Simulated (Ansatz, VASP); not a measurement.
# Zn2InO: VASP beside Ansatz

File INCAR:

```
PREC = Accurate
ENCUT = 600
EDIFF = 1E-6
ISMEAR = 0
SIGMA = 0.1
LREAL = F
LASPH = T
NELM = 100
ALGO = Normal
ISIF = 3
LWAVE = F
LCHARG = F
GGA = PE
IBRION = 2
NSW = 90
EDIFFG = -0.04
```

Contents of KPOINTS:

```
Automatic mesh
0
Gamma
  4 4 6
```

The input POSCAR:

```
Zn2InO
1.0
    4.3433002200      0.0000000000      0.0000000000
    0.0000000000      4.3433002200      0.0000000000
    0.0000000000      0.0000000000      3.2818150400
Zn In O
2 1 1
Direct
    0.0000000000      0.5000000000      0.5000000000
    0.5000000000      0.0000000000      0.5000000000
    0.0000000000      0.0000000000      0.0000000000
    0.5000000000      0.5000000000      0.5000000000
```

Input for Ansatz:

```yaml
crystal:
  lattice:
    - [4.34330022, 0.0, 0.0]
    - [0.0, 4.34330022, 0.0]
    - [0.0, 0.0, 3.28181504]
  atoms:
    - { symbol: Zn, position: [0.0, 0.5, 0.5] }
    - { symbol: Zn, position: [0.5, 0.0, 0.5] }
    - { symbol: In, position: [0.0, 0.0, 0.0] }
    - { symbol: O, position: [0.5, 0.5, 0.5] }
basis:
  ecutwfc: 420
kpoints:
  mp_grid: { grid: [4, 4, 6] }
hamiltonian:
  xc: pbe
scf:
  occupations: { method: gaussian, width: 0.1 }
  lower_state_search: "off"
output:
  forces: true
  stress: true
  eigenvalues: true
relax:
  adjacent_minimum: "off"
  f_tol: 0.04
  max_steps: 70
  cell: { stress_tol: 0.4 }
```

Alike in both runs: task relaxation of cell and atoms; functional PBE; k mesh 4 × 4 × 6; occupations gaussian, width 0.1 eV; no spin polarisation.

```csv
,VASP,Ansatz
version,VASP 6.6.1,Ansatz 0.2.0
potentials or method,"VASP PAW PBE potentials, release 64 (Zn, In_d, O), cutoff 600 eV","scalar-relativistic, plane waves, PAW"
valence electrons in the cell,43,43
```

```tsv
	VASP	Ansatz	Ansatz less VASP
gap on the k mesh at the Fermi level, each at its own relaxed structure (eV)	none	none	-
relaxed volume (Å³/atom)	18.03	18.72	+0.699
relaxed cell length with the largest relative difference (Å)	4.190	4.511	+0.3208
```

A gap of «none» marks a metal or a gap that the smearing closes. One of these differences is far larger than is usual between the two programs; its cause wasn't traced.

The k mesh is coarse, so the values compare programs but aren't converged. Noted on VASP's run: the volume moved by over 15 % at a fixed basis, so the end points are rough.
